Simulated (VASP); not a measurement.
Wanted: the native input for a VASP 6.6.1 run.

| Property | Result |
| --- | --- |
| Task | single point |
| Functional | PBE |
| Potentials or basis | VASP PAW PBE potentials, release 64 (Si, C) |
| Cutoff | 520 eV |
| k mesh | 12 × 12 × 2 |
| Occupations | gaussian, width 0.02 eV |
| Spin | no spin polarisation |
| Dipole correction | no |
| Further INCAR settings | ALGO = Normal; EDIFF = 1e-06; NBANDS = 36 |

The structure of SiC lies in POSCAR:

```
SiC
1.0
    3.0950015870      0.0000000029      0.0000000000
   -1.5475007960      2.6803499977      0.0000000000
    0.0000000000      0.0000000000     15.1865709630
Si C
6 6
Direct
    0.3333333333      0.6666666667      0.8329927010
    0.6666666667      0.3333333333      0.3329927010
    0.6666666667      0.3333333333      0.6665012399
    0.3333333333      0.6666666667      0.1665012399
    0.0000000000      0.0000000000      0.4997230254
    0.0000000000      0.0000000000      0.9997230254
    0.0000000000      0.0000000000      0.8743713553
    0.0000000000      0.0000000000      0.3743713553
    0.3333333333      0.6666666667      0.7079991939
    0.6666666667      0.3333333333      0.2079991939
    0.6666666667      0.3333333333      0.5415134844
    0.3333333333      0.6666666667      0.0415134844
```

These files were run (other wordings do the same):

INCAR

```
ALGO = Normal
EDIFF = 1E-6
ENCUT = 520
GGA = PE
ISIF = 2
ISMEAR = 0
LASPH = T
LCHARG = F
LREAL = F
LWAVE = F
NBANDS = 36
NELM = 60
PREC = Accurate
SIGMA = 0.02
```

KPOINTS

```
k-points
0
Gamma
  12 12 2
```

Potentials or basis: VASP PAW PBE potentials, release 64 (Si, C).

Command:

```bash
$ cat potpaw_PBE.64/Si/POTCAR potpaw_PBE.64/C/POTCAR > POTCAR
$ mpirun -np 1 vasp_std > vasp.out
```

Results of the run:

```
Pressure               : 0.0 GPa
Band gap on the k mesh : 2.03 eV, indirect (least direct gap 3.12 eV)
```

It took 110 s on 1 thread of Intel(R) Xeon(R) Platinum 8375C CPU @ 2.90GHz (Ice Lake), with other jobs on the host, peak memory 0.3 GiB.
